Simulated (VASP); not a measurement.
# La (Im-3m) in VASP: notebook, part 2 of 2

VASP 6.6.1. The steps go on from the part before.

### 4 Single point, r2SCAN, collinear spin (36.77 Å³/atom)

This run uses another cell than the first one, of 36.77 Å³/atom.

POSCAR

```
La
1.0
   -2.0948763579      2.0948763579      2.0948763579
    2.0948763579     -2.0948763579      2.0948763579
    2.0948763579      2.0948763579     -2.0948763579
La
1
Direct
    0.0000000000      0.0000000000      0.0000000000
```

INCAR.step1

```
SYSTEM = La
ALGO = Normal
EDIFF = 1E-4
ENCUT = 520
GGA = PE
ISMEAR = -1
ISPIN = 2
LASPH = .TRUE.
LCHARG = .FALSE.
LMAXMIX = 6
LREAL = .FALSE.
LWAVE = .TRUE.
MAGMOM = 0.333
NBANDS = 16
NELM = 150
PREC = Accurate
SIGMA = 0.05
```

INCAR.step2

```
SYSTEM = La
ALGO = Normal
EDIFF = 1E-6
ENCUT = 520
ISIF = 2
ISMEAR = -1
ISPIN = 2
ISTART = 1
LASPH = .TRUE.
LCHARG = .FALSE.
LMAXMIX = 6
LMIXTAU = .TRUE.
LORBIT = 11
LREAL = .FALSE.
LWAVE = .FALSE.
MAGMOM = 0.333
METAGGA = R2SCAN
NBANDS = 16
NELM = 150
PREC = Accurate
SIGMA = 0.05
```

KPOINTS

```
k-points
0
G
  12 12 12
  0 0 0
```

Potentials or basis: VASP PAW PBE potentials, release 64 (La).

Launch:

```console
> cat potpaw_PBE.64/La/POTCAR > POTCAR
> cp INCAR.step1 INCAR
> mpirun -np 1 vasp_std > vasp.out
> cp INCAR.step2 INCAR
> mpirun -np 1 vasp_std > vasp.out
```

OUTCAR:

```text
SYSTEM = La
   EDIFF = 1E-6
   ENCUT = 520
   ISIF = 2
   ISMEAR = -1
   ISPIN = 2
   ISTART = 1
   LASPH = .TRUE.
   LORBIT = 11
   LREAL = .FALSE.
   METAGGA = R2SCAN
   NELM = 150
   PREC = Accurate

 ion  position               nearest neighbor table
   1  0.000  0.000  0.000-

  LATTYP: Found a body centered cubic cell.
 ALAT       =     4.1897527158

  Lattice vectors:

 A1 = (  -2.0948763579,   2.0948763579,   2.0948763579)
 A2 = (   2.0948763579,  -2.0948763579,   2.0948763579)
 A3 = (   2.0948763579,   2.0948763579,  -2.0948763579)

Analysis of symmetry for initial positions (statically):
=====================================================================
 Subroutine PRICEL returns:
 Original cell was already a primitive cell.

 Routine SETGRP: Setting up the symmetry group for a
 body centered cubic supercell.

 Subroutine GETGRP returns: Found 48 space group operations
 (whereof 48 operations were pure point group operations)
 out of a pool of 48 trial point group operations.

The static configuration has the point symmetry O_h .

Analysis of symmetry for dynamics (positions and initial velocities):
[... 183 lines left out ...]
      3      -8.5837      1.00000
      4      -8.5837      1.00000
      5       4.4893      1.00000
      6       9.5175      0.00000
[... 435 lines left out ...]
      5       6.4062      1.00000
      6       7.6580      0.99982
[... 8 lines left out ...]
     15      12.3311      0.00000
     16      12.8790      0.00000

 [... further k-points ...]

 spin component 2

 k-point     1 :       0.0000    0.0000    0.0000
  band No.  band energies     occupation
      1     -25.9320      1.00000
      2      -8.3973      1.00000
      3      -8.3973      1.00000
      4      -8.3973      1.00000
      5       4.9839      1.00000
      6       9.9750      0.00000
[... 435 lines left out ...]
      5       6.8756      1.00000
      6       8.2343      0.05232
[... 8 lines left out ...]
     15      12.5979      0.00000
     16      13.0855      0.00000

 [... further k-points ...]
[... 5 lines left out ...]
  --------------------------------------------------------------------------------------
  -------------------------------------------------------------------------------------
  Total        0.2535768      0.2535768      0.2535768      0.0000000      0.0000000      0.0000000
  in kB       11.0480332     11.0480332     11.0480332      0.0000000      0.0000000      0.0000000
  external PRESSURE =      11.0480332 kB  Pullay stress =       0.0000000 kB

 VOLUME and BASIS-vectors are now :
 -----------------------------------------------------------------------------
  energy-cutoff  :      520.00
  volume of cell :       36.77
      direct lattice vectors                 reciprocal lattice vectors
    -2.094876358  2.094876358  2.094876358     0.000000000  0.238677571  0.238677571
     2.094876358 -2.094876358  2.094876358     0.238677571  0.000000000  0.238677571
     2.094876358  2.094876358 -2.094876358     0.238677571  0.238677571  0.000000000

 POSITION                                       TOTAL-FORCE (eV/Angst)
 -----------------------------------------------------------------------------------
      0.00000      0.00000      0.00000         0.000000     -0.000000      0.000000
 -----------------------------------------------------------------------------------
    total drift:                               -0.000000     -0.000000      0.000000

  FREE ENERGIE OF THE ION-ELECTRON SYSTEM (eV)
  ---------------------------------------------------
  free  energy   TOTEN  =       -29.6394339613 eV

  energy  without entropy=      -29.6263984600  energy(sigma->0) =      -29.63291621

 total charge

# of ion       s       p       d       f       tot
--------------------------------------------------
    1        2.042   5.575   0.893   0.075   8.585

 magnetization (x)

# of ion       s       p       d       f       tot
--------------------------------------------------
    1        0.003   0.008   0.230   0.022   0.263
```

OUTCAR.step1:

```text
SYSTEM = La
   EDIFF = 1E-4
   ENCUT = 520
   GGA = PE
   ISMEAR = -1
   ISPIN = 2
   LASPH = .TRUE.
[... 1148 lines left out ...]
 -----------------------------------------------------------------------------------
      0.00000      0.00000      0.00000        -0.000000     -0.000000      0.000000
 -----------------------------------------------------------------------------------
    total drift:                                0.000000      0.000000      0.000000

  FREE ENERGIE OF THE ION-ELECTRON SYSTEM (eV)
  ---------------------------------------------------
  free  energy   TOTEN  =        -4.7667874307 eV

  energy  without entropy=       -4.7432181745  energy(sigma->0) =       -4.75500280
```

Run time: 7.5 min. Hardware: 1 thread of Oxide Virtual Turin-like, shared host; peak memory 0.21 GiB.

Results:

```
Free energy                                           : -29.6394 eV
Pressure                                              : 1.1 GPa
Net moment                                            : 0.56 μB per cell
Site moments                                          : La +0.26 μB
Valence electrons inside the program's atomic spheres : La 8.59
```

Caveat: the PAW data sets were made with another functional, which shifts forces and pressure a little; spin-orbit coupling is left out, which moves the levels of the heavy elements.

### 5 Summary

```csv
cell,gap on the mesh (eV),pressure (GPa),moment (μB)
"a = 3.525 Å, angles 109.5°, 1 atom",none,3.9,0.59
"a = 3.577 Å, angles 109.5°, 1 atom",none,2.4,0.58
"a = 3.628 Å, angles 109.5°, 1 atom",none,1.1,0.56
```

Alike in all rows: task single point; level r2SCAN; potentials or basis VASP PAW PBE potentials, release 64 (La); spin collinear; k mesh 12 × 12 × 12; cutoff (eV) 520; smearing fermi-dirac 0.05 eV.

Caveats: the PAW data sets were made with another functional, which shifts forces and pressure a little; spin-orbit coupling is left out, which moves the levels of the heavy elements; the cell stands under pressure (at least some runs).

Total energies depend on the potentials used, so only differences within one code and one set of settings carry meaning.
